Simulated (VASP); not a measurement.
# Be (P1) in VASP: further runs, part 2 of 2

VASP 6.6.1.

**3. Single point, PBE**

This run uses another cell than the first one, of 7.97 Å³/atom.

Contents of INCAR:

```
SYSTEM = Be
PREC = Accurate ; ENCUT = 520
EDIFF = 1E-6 ; ISMEAR = -1
SIGMA = 0.17 ; LREAL = Auto
LASPH = .TRUE. ; NELM = 80
ALGO = Normal ; ISIF = 2
LWAVE = .FALSE. ; LCHARG = .FALSE.
GGA = PE ; NBANDS = 60
```

Contents of KPOINTS:

```
Automatic mesh
0
G
  2 2 2
  0 0 0
```

Contents of POSCAR:

```
Be
1.0
    6.8191070000      0.0000000000      0.0000000000
   -3.4095530000      5.9055200000      0.0000000000
    0.0000000000      0.0000000000      7.1236940000
Be
36
Direct
    0.0050561548      0.0006095992     -0.0134059661
    0.1372749242      0.2546939135      0.2177662320
    0.0320523728      0.0485308660      0.4647588737
    0.1294992681      0.2242139558      0.7056872460
    0.0298898446      0.3731932158     -0.0222637300
    0.1222058408      0.5688237446      0.2261747908
    0.0228430044      0.3414432599      0.5056225043
    0.1024003962      0.5529402999      0.7410481135
    0.0173629166      0.6768921280      0.0119320117
    0.1681773004      0.9499248161      0.2268485985
   -0.0018914883      0.6945197036      0.4786701955
    0.0763997130      0.8588744090      0.7672283509
    0.3526969164     -0.0132926482     -0.0097982872
    0.4486963756      0.2245187553      0.2630517257
    0.3424411958      0.0049106599      0.4764101322
    0.4382044116      0.2048253160      0.7096458663
    0.3623349841      0.3709580189     -0.0371015375
    0.4718548178      0.5800843956      0.2520742749
    0.3981497409      0.3990334467      0.5184108133
    0.4529851466      0.6024702312      0.7378896398
    0.3361311336      0.6719984015      0.0086893120
    0.4230313057      0.8781783823      0.2607355117
    0.3248433389      0.6919797071      0.4965401377
    0.4140976410      0.8780259825      0.7369771919
    0.7112122387      0.0250274320      0.0176172643
    0.8001612839      0.1817790813      0.2717550754
    0.6704709424     -0.0131063818      0.5155752058
    0.7531485901      0.2214368929      0.7505656475
    0.7081035101      0.3914981238      0.0232182910
    0.7856069024      0.5958662404      0.2385560076
    0.6793112216      0.3369051328      0.4955153885
    0.7701159431      0.5532112329      0.7462560857
    0.6645315272      0.7090992834     -0.0564033211
    0.7894122550      0.8791435809      0.2554994642
    0.7191003098      0.7208340671      0.5360140399
    0.8187991199      0.9385625652      0.7604481607
```

Potentials or basis: VASP PAW PBE potentials, release 64 (Be).

Launch:

```bash
$ cat potpaw_PBE.64/Be/POTCAR > POTCAR
$ mpirun -np 1 vasp_std > vasp.out
```

Run time: 6.4 min. Hardware: 1 thread of Intel Xeon 8259CL, shared host; peak memory 0.38 GiB.

Results (log left out):

```
Free energy            : -127.7136 eV
Pressure               : 6.1 GPa
Largest force          : 3.735 eV/Å
Band gap on the k mesh : zero (bands 36 and 37 overlap by 0.68 eV)
```

Forces on the atoms (eV/Å):
```
Be   0.511  0.936  0.747
Be   0.072  0.009  0.341
Be   0.227 -0.867  0.565
Be   0.494  0.495  2.476
Be  -0.141 -1.920  0.501
Be  -0.497 -0.886  1.986
Be  -1.162  0.634 -1.401
Be  -0.016  0.758 -0.377
Be  -0.316  0.680 -1.049
Be  -1.864 -1.887  0.435
Be   1.183 -0.202  0.564
Be   0.747  1.304 -1.830
Be  -0.576  1.469 -0.248
Be   0.617  1.709 -1.311
Be  -0.416  0.225  1.349
Be  -0.181  0.333  2.046
Be   0.251 -0.847  0.675
Be  -0.428 -0.273 -0.240
Be  -0.548 -1.229 -1.733
Be  -0.112 -0.605 -0.299
Be   0.624  0.248 -1.163
Be   1.617  1.121 -1.371
Be   0.578 -1.196  0.012
Be   0.423  1.064  0.496
Be  -1.244 -0.014 -0.666
Be  -0.690  1.739 -0.149
Be  -0.809  0.693 -0.403
Be   0.763  0.412  0.559
Be  -0.065 -2.134 -1.060
Be   0.737 -0.914  0.880
Be   0.635  0.437 -0.315
Be   0.016 -0.635  0.034
Be   1.277 -1.024  3.357
Be  -0.449  1.065 -0.326
Be  -0.343 -1.022 -1.733
Be  -0.917  0.322 -1.343
```

Stress tensor (GPa, compression positive):
```
 4.07 -3.34  0.75
-3.34 10.46  1.14
 0.75  1.14  3.68
```

Levels at points of the mesh, in eV from the Fermi level:
```csv
k point,band 34,band 35,band 36,band 37,band 38,band 39
"(0.00, 0.00, 0.00)",0.00,0.02,0.11,0.22,0.33,0.43
"(0.50, 0.00, 0.00)",-0.56,-0.53,-0.32,0.94,1.17,1.22
"(0.00, 0.50, 0.00)",-0.48,-0.28,-0.01,1.04,1.15,1.39
"(0.50, 0.50, 0.00)",-0.50,-0.39,-0.03,0.98,1.17,1.48
"(0.00, 0.00, 0.50)",-0.99,-0.86,-0.67,-0.58,-0.35,-0.16
"(0.50, 0.00, 0.50)",-1.37,-1.21,-1.01,1.53,1.69,1.74
"(0.00, 0.50, 0.50)",-1.07,-0.89,-0.86,1.16,1.55,1.80
"(0.50, 0.50, 0.50)",-1.20,-1.05,-0.86,1.30,1.41,1.76
```

Caveat: the k points lie up to 0.53 Å⁻¹ apart, too coarse for converged energies and pressures of a metal; the atoms stand as in a frame of molecular dynamics; forces of over 1 eV/Å act on the atoms, so gaps and moduli don't describe the material at rest.

**4. Single point, PBE**

This run uses another cell than the first one, of 8.55 Å³/atom.

Contents of INCAR:

```
PREC = Accurate
ENCUT = 520
EDIFF = 1E-6
ISMEAR = -1
SIGMA = 0.17
LREAL = Auto
LASPH = T
NELM = 100
ALGO = Normal
ISIF = 2
LWAVE = F
LCHARG = T
GGA = PE
LELF = T
LVHAR = T
NBANDS = 60
```

Contents of KPOINTS:

```
regular mesh
0
Gamma
  2 2 2
```

Contents of POSCAR:

```
Be
1.0
    6.9798900000      0.0000000000      0.0000000000
   -3.4899450000      6.0447620000      0.0000000000
    0.0000000000      0.0000000000      7.2916590000
Be
36
Direct
    0.0433322427      0.0314487154     -0.0267017424
    0.1456425685      0.2725169328      0.2551682683
   -0.0048493653      0.0022498818      0.4914656596
    0.1245340542      0.2499850284      0.7687413797
   -0.0336022597      0.2674712420      0.0043748617
    0.0599426968      0.5425854649      0.2301396705
    0.0218506636      0.3544225563      0.4773125019
    0.1256870713      0.5917519995      0.7481013580
    0.0121531828      0.7227414413     -0.0266605995
    0.1119733710      0.9056766834      0.2137099390
    0.0332878951      0.7028895430      0.4724302110
    0.1080914987      0.9046179155      0.7062727426
    0.3624310244      0.0379171256     -0.0114102977
    0.4914280531      0.2853379504      0.2568825558
    0.3290179112      0.0198022685      0.4853079388
    0.4636588387      0.2782243536      0.7887505436
    0.3344611896      0.3181432123      0.0175268756
    0.4588593232      0.5611800762      0.2371476779
    0.3038757020      0.3245950792      0.4800142190
    0.4429083586      0.5561840152      0.7310956258
    0.3234189204      0.6648897012     -0.0273737431
    0.4842701123      0.9034102583      0.2459659729
    0.3538401977      0.6763045427      0.4799045046
    0.4445603980      0.8958830803      0.7205356147
    0.6344427515     -0.0200173307     -0.0015908588
    0.7897156268      0.2298684382      0.2791408649
    0.6926583024      0.0022002521      0.5263274105
    0.7718741400      0.2206042190      0.7877768283
    0.6962535422      0.3053552812      0.0390446125
    0.8164335407      0.6214471306      0.2516985504
    0.6868009094      0.3554482377      0.4987479530
    0.8047458292      0.5849196379      0.7605539425
    0.6793299890      0.6399093959      0.0251931693
    0.7899471910      0.9123766990      0.2514791216
    0.6578772180      0.6296691251      0.5005445263
    0.7854487889      0.9323774865      0.7616099436
```

Launch:

```bash
$ cat potpaw_PBE.64/Be/POTCAR > POTCAR
$ mpirun -np 1 vasp_std > vasp.out
```

It took 6.6 min on 1 thread of Intel Xeon 8259CL, shared host; peak memory 0.39 GiB.

It converged, with:

| Item | Value |
| --- | --- |
| Free energy | -127.8973 eV |
| Pressure | -1.6 GPa |
| Largest force | 2.657 eV/Å |
| Band gap on the k mesh | zero (bands 36 and 37 overlap by 0.65 eV) |

Forces in eV/Å, atoms in the order of the input:
```
Be  -0.024 -1.108  0.774
Be  -0.793 -1.326 -1.277
Be   0.185  0.361 -0.557
Be   0.209  0.247 -1.410
Be   0.430  1.134  1.001
Be   1.325  0.568 -0.567
Be  -0.397  0.172  1.608
Be  -0.210 -0.896 -0.891
Be   1.121 -0.715  0.600
Be   0.794  0.544  0.922
Be  -0.161 -0.644  0.615
Be   0.456  0.129  1.661
Be  -0.091 -1.445  0.422
Be  -0.218 -0.897  0.360
Be   0.792  0.252 -0.381
Be   0.983 -0.440 -1.711
Be  -0.514  1.437 -0.088
Be  -0.547  1.055  0.429
Be   1.768  0.913  1.760
Be  -0.398  0.803  0.553
Be   0.333  0.243  1.239
Be  -1.484 -0.048  0.199
Be  -0.442 -0.097  0.023
Be   0.050  0.204  1.162
Be   0.961  0.039  0.091
Be   0.026 -0.967 -0.569
Be  -1.007  0.599 -1.743
Be  -0.665  0.337 -1.787
Be  -1.480  1.650 -0.852
Be  -0.352 -1.484  0.550
Be   0.428 -0.436  0.887
Be  -0.558 -0.756 -0.915
Be  -1.223  0.471 -1.940
Be   0.032 -0.128 -0.392
Be  -0.610  1.392  0.007
Be   1.279 -1.164  0.219
```

Stress tensor (GPa, compression positive):
```
 1.97 -1.74  0.61
-1.74 -4.90  0.05
 0.61  0.05 -1.81
```

Levels at points of the mesh, in eV from the Fermi level:
```csv
k point,band 33,band 34,band 35,band 36,band 37,band 38,band 39,band 40
"(0.00, 0.00, 0.00)",-0.40,-0.29,-0.17,-0.06,0.15,0.40,0.43,0.49
"(0.50, 0.00, 0.00)",-0.83,-0.57,-0.31,0.20,0.89,1.08,1.30,1.36
"(0.00, 0.50, 0.00)",-0.85,-0.77,-0.34,-0.24,0.73,0.86,0.91,1.20
"(0.50, 0.50, 0.00)",-0.87,-0.52,-0.37,0.09,0.83,1.16,1.41,1.42
"(0.00, 0.00, 0.50)",-1.22,-1.14,-0.99,-0.88,-0.46,-0.16,-0.11,0.16
"(0.50, 0.00, 0.50)",-1.22,-1.07,-0.89,-0.60,0.85,1.27,1.45,1.78
"(0.00, 0.50, 0.50)",-1.30,-1.18,-1.08,-0.93,1.01,1.41,1.74,1.82
"(0.50, 0.50, 0.50)",-1.21,-1.09,-0.99,-0.92,1.05,1.33,1.39,1.57
```

Caveat: the k points lie up to 0.52 Å⁻¹ apart, too coarse for converged energies and pressures of a metal; the atoms stand as in a frame of molecular dynamics; forces of over 1 eV/Å act on the atoms, so gaps and moduli don't describe the material at rest.

**5. Overview**

```tsv
cell	gap on the mesh (eV)	pressure (GPa)	largest force (eV/Å)
a = 6.754, b = 6.754, c = 7.055 Å, angles 90.0, 90.0, 120.0°, 36 atoms, atomic positions A	none	9.0	2.94
a = 6.819, b = 6.819, c = 7.124 Å, angles 90.0, 90.0, 120.0°, 36 atoms, atomic positions B	none	6.1	3.73
a = 6.980, b = 6.980, c = 7.292 Å, angles 90.0, 90.0, 120.0°, 36 atoms, atomic positions C	none	-1.6	2.66
```

Alike in all rows: task single point; level PBE; potentials or basis VASP PAW PBE potentials, release 64 (Be); no spin polarisation; k mesh 2 × 2 × 2; cutoff (eV) 520; smearing fermi-dirac 0.17 eV.

Caveats: all runs use coarse meshes; the atoms stand as in a frame of molecular dynamics; forces of over 1 eV/Å act on the atoms, so gaps and moduli don't describe the material at rest.

Total energies depend on the potentials used, so only differences within one code and one set of settings carry meaning.
